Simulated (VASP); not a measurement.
Write the native input for VASP 6.6.1 that does the following.

```
Task                   : single point
Functional             : PBE
Potentials or basis    : VASP PAW PBE potentials, release 64 (As, In_d, Sb)
Cutoff                 : 520 eV
k mesh                 : 6 × 6 × 6
Occupations            : fermi-dirac, width 0.02 eV
Spin                   : no spin polarisation
Dipole correction      : no
Further INCAR settings : ALGO = Normal; EDIFF = 1e-06; NBANDS = 36
```

The structure of In3SbAs2 lies in POSCAR:

```
In3SbAs2
1.0
   -2.2645610213      2.2645610213      9.5893480261
    2.2645610213     -2.2645610213      9.5893480261
    2.2645610213      2.2645610213     -9.5893480261
As In Sb
2 3 1
Direct
    0.1705848531      0.1705848531      0.0000000000
    0.8294151469      0.8294151469      0.0000000000
    0.7500000000      0.2500000000      0.5000000000
    0.4089956032      0.9089956032      0.5000000000
    0.0910043968      0.5910043968      0.5000000000
    0.5000000000      0.5000000000      0.0000000000
```

The input as run:

INCAR

```
PREC = Accurate
ENCUT = 520
EDIFF = 1E-6
ISMEAR = -1
SIGMA = 0.02
LREAL = F
LASPH = T
NELM = 100
ALGO = Normal
ISIF = 2
LWAVE = F
LCHARG = F
GGA = PE
NBANDS = 36
```

KPOINTS

```
Automatic mesh
0
Gamma
  6 6 6
```

Potentials or basis: VASP PAW PBE potentials, release 64 (As, In_d, Sb).

Run with:

```sh
$ cat potpaw_PBE.64/As/POTCAR potpaw_PBE.64/In_d/POTCAR potpaw_PBE.64/Sb/POTCAR > POTCAR
$ mpirun -np 1 vasp_std > vasp.out
```

Results of the run:

```yaml
Pressure: -1.2 GPa
Largest_force: 0.025 eV/Å
Band_gap_on_the_k_mesh: zero (filled and empty bands touch)
```

Caveat: semilocal functionals underestimate gaps, and a narrow one can read as zero; spin-orbit coupling is left out, which moves the levels of the heavy elements.

Wall time 8 min on 1 thread of Intel(R) Xeon(R) 6975P-C (Granite Rapids) (shared host), peak memory 1 GiB.
